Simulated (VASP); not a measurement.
Crystal: PbS (Galena).

```
Pb S
1.0
     0.00000    2.90521    2.90521
     2.90521    0.00000    2.90521
     2.90521    2.90521    0.00000
Pb S
1 1
Direct
  0.00000 0.00000 0.00000
  0.50000 0.50000 0.50000
```

Program: VASP 6.6.1. Alike in all runs: task single point; no spin polarisation; cell as given; k mesh 8 × 8 × 8; cutoff (eV) 520; smearing fermi-dirac 0.05 eV.

Order these runs on this cell by their pressure, lowest first.
A. level r2SCAN+rVV10; potentials or basis VASP PAW PBE potentials, release 64 (Pb_d, S)
B. level LDA; potentials or basis VASP PAW LDA potentials, release 64 (Pb_d, S)
C. level PBE; potentials or basis VASP PAW PBE potentials, release 64 (Pb_d, S)

B (1.2 GPa), A (4.8 GPa), C (6.5 GPa).

Caveats: the PAW data sets were made with another functional, which shifts forces and pressure a little (some runs).
